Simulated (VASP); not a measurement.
# Ti4CN4O: single point with PBEsol

System: Ti4CN4O, a slab with vacuum.

```
CELL_PARAMETERS angstrom
2.97263 0.00000 0.00000
-1.48632 2.57437 0.00000
0.00000 0.00000 28.64500
ATOMIC_POSITIONS crystal
N 0.33333 0.66667 0.29674
N 0.00000 0.00000 0.38147
N 0.66684 0.33316 0.46600
N 0.33385 0.66615 0.55240
Ti 0.66667 0.33333 0.33910
Ti 0.33333 0.66667 0.42383
Ti 0.00026 0.99974 0.50886
Ti 0.66724 0.33276 0.59015
C 0.00380 0.99620 0.64589
O 0.00264 0.99736 0.68673
```

* Program: VASP 6.6.1
* Task: single point
* Functional: PBEsol
* Potentials or basis: VASP PAW PBE potentials, release 64 (N, Ti_sv, C, O)
* Cutoff: 520 eV
* k mesh: 12 × 12 × 1
* Occupations: gaussian, width 0.1 eV
* Spin: no spin polarisation
* Dipole correction: yes
* Further INCAR settings: ALGO = Normal; EDIFF = 1e-06; NBANDS = 50

The largest force is 5.853 eV/Å. The band gap on the k mesh is zero (bands 39 and 40 overlap by 0.45 eV).

Forces in eV/Å, atoms in the order of the input:
```
N    0.000  0.000  4.457
N    0.001  0.000  1.278
N    0.000  0.000  0.003
N    0.002 -0.001 -0.005
Ti   0.000  0.000 -5.853
Ti   0.004 -0.002  0.092
Ti   0.000  0.000  0.003
Ti  -0.001  0.000  0.012
C   -0.001  0.000 -0.788
O   -0.006  0.003  0.800
```

Levels at points of the mesh, in eV from the Fermi level:
```tsv
k point	band 35	band 36	band 37	band 38	band 39	band 40	band 41	band 42	band 43	band 44
(0.00, 0.00, 0.00)	-1.22	-0.50	-0.50	-0.04	-0.04	-0.03	0.56	0.56	0.96	1.22
(0.50, 0.00, 0.00)	-2.94	-2.00	-1.22	-0.54	-0.40	-0.06	1.26	1.34	1.94	2.00
(0.50, 0.50, 0.00)	-2.94	-2.00	-1.22	-0.56	-0.40	-0.06	1.26	1.32	1.94	2.00
```

Wall time 18 min on 1 thread of Intel(R) Xeon(R) Platinum 8259CL CPU @ 2.50GHz (Skylake/Cascade Lake), on a shared host, peak memory 0.62 GiB.

Caveat: the PAW data sets were made with another functional, which shifts forces and pressure a little.
